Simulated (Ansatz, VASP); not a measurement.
## MgH2 in VASP and in Ansatz

The input INCAR:

```
ALGO = Normal ; EDIFF = 1E-6
ENCUT = 520 ; GGA = PE
ISIF = 2 ; ISMEAR = 0
LASPH = True ; LCHARG = True
LELF = True ; LREAL = False
LVHAR = True ; LWAVE = False
NBANDS = 20 ; NELM = 80
PREC = Accurate ; SIGMA = 0.1
```

The input KPOINTS:

```
k-points
0
Gamma
  4 4 4
```

The input POSCAR:

```
MgH2
1.0
    6.1868128500      0.0000000000      0.0000000000
    0.0000000000      6.1868128500      0.0000000000
    0.0000000000      0.0000000000      4.7764498400
Mg H
4 8
Direct
    0.3384865200      0.0000000000      0.7500000000
    0.6615134800      0.0000000000      0.2500000000
    0.0000000000      0.3384865200      0.0000000000
    0.0000000000      0.6615134800      0.5000000000
    0.5000000000      0.0565719400      0.5000000000
    0.5000000000      0.9434280600      0.0000000000
    0.1927260800      0.1927260800      0.8750000000
    0.1927260800      0.8072739200      0.6250000000
    0.8072739200      0.1927260800      0.1250000000
    0.8072739200      0.8072739200      0.3750000000
    0.9434280600      0.5000000000      0.7500000000
    0.0565719400      0.5000000000      0.2500000000
```

Input for Ansatz:

```yaml
crystal:
  lattice:
    - [6.18681285, 0.0, 0.0]
    - [0.0, 6.18681285, 0.0]
    - [0.0, 0.0, 4.77644984]
  atoms:
    - { symbol: Mg, position: [0.33848652, 0.0, 0.75] }
    - { symbol: Mg, position: [0.66151348, 0.0, 0.25] }
    - { symbol: Mg, position: [0.0, 0.33848652, 0.0] }
    - { symbol: Mg, position: [0.0, 0.66151348, 0.5] }
    - { symbol: H, position: [0.5, 0.05657194, 0.5] }
    - { symbol: H, position: [0.5, 0.94342806, 0.0] }
    - { symbol: H, position: [0.19272608, 0.19272608, 0.875] }
    - { symbol: H, position: [0.19272608, 0.80727392, 0.625] }
    - { symbol: H, position: [0.80727392, 0.19272608, 0.125] }
    - { symbol: H, position: [0.80727392, 0.80727392, 0.375] }
    - { symbol: H, position: [0.94342806, 0.5, 0.75] }
    - { symbol: H, position: [0.05657194, 0.5, 0.25] }
basis:
  ecutwfc: 420
kpoints:
  mp_grid: { grid: [4, 4, 4] }
hamiltonian:
  xc: pbe
scf:
  occupations: { method: gaussian, width: 0.1 }
  lower_state_search: "off"
output:
  forces: true
  stress: true
  eigenvalues: true
```

Alike in both runs: task single point; functional PBE; k mesh 4 × 4 × 4; occupations gaussian, width 0.1 eV; no spin polarisation.

|  | VASP | Ansatz |
| --- | --- | --- |
| version | VASP 6.6.1 | Ansatz 0.2.0 |
| potentials or method | VASP PAW PBE potentials, release 64 (Mg, H), cutoff 520 eV | scalar-relativistic, plane waves, PAW |
| valence electrons in the cell | 16 | 48 |

Ansatz gave:

- gap on the k mesh at the Fermi level (eV): 4.99
- least direct gap on the mesh (eV): 5.32
- pressure (GPa): 14.2
- traceless stress, the component that is largest in VASP (GPa): 1.14
- rms of the force components (eV/Å): 0.373

**Question.** What did VASP give for the same quantities?

**Answer.** gap on the k mesh at the Fermi level (eV): 5.00; least direct gap on the mesh (eV): 5.32; pressure (GPa): 14.3; traceless stress, the component that is largest in VASP (GPa): 1.15; rms of the force components (eV/Å): 0.377.

Atom by atom the forces differ by 0.004 eV/Å (rms over components). VASP's potentials hold 16 valence electrons a cell and Ansatz's 48, so a difference there can come from the potentials and not from the codes.
